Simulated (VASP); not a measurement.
Wanted: the native input for a VASP 6.6.1 run.

```yaml
Task: single point
Functional: PBEsol
Potentials_or_basis: VASP PAW PBE potentials, release 64 (Sc_sv, Al)
Cutoff: 520 eV
k_mesh: 12 × 12 × 12
Occupations: gaussian, width 0.15 eV
Spin: no spin polarisation
Dipole_correction: no
Further_INCAR_settings: ALGO = Fast; EDIFF = 1e-07; NBANDS = 18
```

The structure of ScAl3 lies in POSCAR:

```
ScAl3
1.0
    3.7455947268      0.0000000000      0.0000000000
    0.0000000000      3.7455947268      0.0000000000
    0.0000000000      0.0000000000      3.9084466715
Sc Al
1 3
Direct
    0.0000000000      0.0000000000      0.0000000000
    0.5000000000      0.0000000000      0.5000000000
    0.0000000000      0.5000000000      0.5000000000
    0.5000000000      0.5000000000      0.0000000000
```

This cell differs from its parent crystal: strain -0.080 along x and y, -0.040 along z.

The input as run:

INCAR

```
ALGO     = Fast           # electronic algorithm
EDIFF    = 1E-7           # SCF threshold, eV
ENCUT    = 520            # plane-wave cutoff, eV
GGA      = PS             # functional
ISIF     = 2              # what is computed and relaxed
ISMEAR   = 0              # smearing method
LASPH    = True           # aspherical terms in the spheres
LCHARG   = True           # write CHGCAR
LELF     = True           # ELF
LREAL    = False          # projectors in reciprocal space
LVHAR    = True         
LWAVE    = False          # write WAVECAR
NBANDS   = 18             # bands
NELM     = 100            # most SCF steps
PREC     = Accurate       # precision mode
SIGMA    = 0.15           # smearing width, eV
```

KPOINTS

```
k-points
0
Gamma
  12 12 12
```

Potentials or basis: VASP PAW PBE potentials, release 64 (Sc_sv, Al).

Command:

```console
$ cat potpaw_PBE.64/Sc_sv/POTCAR potpaw_PBE.64/Al/POTCAR > POTCAR
$ mpirun -np 1 vasp_std > vasp.out
```

It gave:

```json
{
  "Pressure": "29.3 GPa",
  "Band gap on the k mesh": "zero (band 10 reaches 10.70 eV, above the bottom of band 11 at 6.37 eV)"
}
```

Caveat: the cell differs from its parent crystal (strain -0.080 along x and y, -0.040 along z); the PAW data sets were made with another functional, which shifts forces and pressure a little.

Run time: 3.4 min on 1 thread of AMD EPYC 7R43 64-Core Processor (Zen 3) (shared host), peak memory 0.26 GiB.
